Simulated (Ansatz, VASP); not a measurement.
## Al2O3: VASP beside Ansatz

The input INCAR:

```
ALGO     = Normal         # electronic algorithm
EDIFF    = 1E-8           # SCF threshold, eV
ENCUT    = 520            # plane-wave cutoff, eV
ISIF     = 2              # what is computed and relaxed
ISMEAR   = -1             # smearing method
LASPH    = True           # aspherical terms in the spheres
LCHARG   = False          # write CHGCAR
LEFG     = True         
LREAL    = False          # projectors in reciprocal space
LWAVE    = False          # write WAVECAR
NBANDS   = 35             # bands
NELM     = 80             # most SCF steps
PREC     = Accurate       # precision mode
SIGMA    = 0.02           # smearing width, eV
```

Contents of KPOINTS:

```
k-points
0
Gamma
  8 8 8
```

POSCAR

```
Al2O3
1.0
    2.4025136104      1.3870918797      4.3720844159
   -2.4025136104      1.3870918797      4.3720844159
    0.0000000000     -2.7741837594      4.3720844159
Al O
4 6
Direct
    0.6479040000      0.6479040000      0.6479040000
    0.8520960000      0.8520960000      0.8520960000
    0.1479040000      0.1479040000      0.1479040000
    0.3520960000      0.3520960000      0.3520960000
    0.4438545000      0.0561455000      0.7500000000
    0.9438545000      0.2500000000      0.5561455000
    0.0561455000      0.7500000000      0.4438545000
    0.7500000000      0.4438545000      0.0561455000
    0.2500000000      0.5561455000      0.9438545000
    0.5561455000      0.9438545000      0.2500000000
```

Input for Ansatz:

```yaml
crystal:
  lattice:
    - [2.4025136104, 1.3870918797, 4.3720844159]
    - [-2.4025136104, 1.3870918797, 4.3720844159]
    - [0.0, -2.7741837594, 4.3720844159]
  atoms:
    - { symbol: Al, position: [0.647904, 0.647904, 0.647904] }
    - { symbol: Al, position: [0.852096, 0.852096, 0.852096] }
    - { symbol: Al, position: [0.147904, 0.147904, 0.147904] }
    - { symbol: Al, position: [0.352096, 0.352096, 0.352096] }
    - { symbol: O, position: [0.4438545, 0.0561455, 0.75] }
    - { symbol: O, position: [0.9438545, 0.25, 0.5561455] }
    - { symbol: O, position: [0.0561455, 0.75, 0.4438545] }
    - { symbol: O, position: [0.75, 0.4438545, 0.0561455] }
    - { symbol: O, position: [0.25, 0.5561455, 0.9438545] }
    - { symbol: O, position: [0.5561455, 0.9438545, 0.25] }
kpoints:
  mp_grid: { grid: [8, 8, 8] }
scf:
  occupations: { method: fermi_dirac, width: 0.02 }
hamiltonian:
  xc: lda
  pseudopotentials: { kind: paw, frozen_core: stored }
output:
  forces: true
  stress: true
  populations: true
  efg: { quadrupole_moments_barn: { Al: 0.1466, O: -0.02558 } }
  write_density: true
  write_potential: true
  elf: true
  volumetric_format: npy
```

Alike in both runs: task electric field gradients; functional LDA; k mesh 8 × 8 × 8; occupations fermi-dirac, width 0.02 eV; no spin polarisation.

```csv
,VASP,Ansatz
version,VASP 6.6.1,Ansatz 0.2.0
potentials or method,"VASP PAW LDA potentials, release 64 (Al, O)","plane-wave PAW, scalar-relativistic"
plane-wave cutoff (eV),520,420
valence electrons in the cell,48,48
```

|  | VASP | Ansatz | Ansatz less VASP |
| --- | --- | --- | --- |
| gap on the k mesh at the Fermi level (eV) | 5.83 | 5.84 | +0.008 |
| pressure (GPa) | -10.9 | -10.8 | +0.01 |
| traceless stress, the component that is largest in VASP (GPa) | 0.06 | 0.13 | +0.074 |
| rms of the force components (eV/Å) | 0.042 | 0.039 | -0.0032 |
| size of Vzz on the site where it differs most (V/Å²) | 37.5 | 39.7 | +2.14 |

Ansatz warns that its potentials were made for another functional, while VASP's fit it. LDA's correlation is that of Perdew and Zunger in VASP and of Perdew and Wang (1992) in Ansatz. Atom by atom the forces differ by 0.005 eV/Å (rms over components).
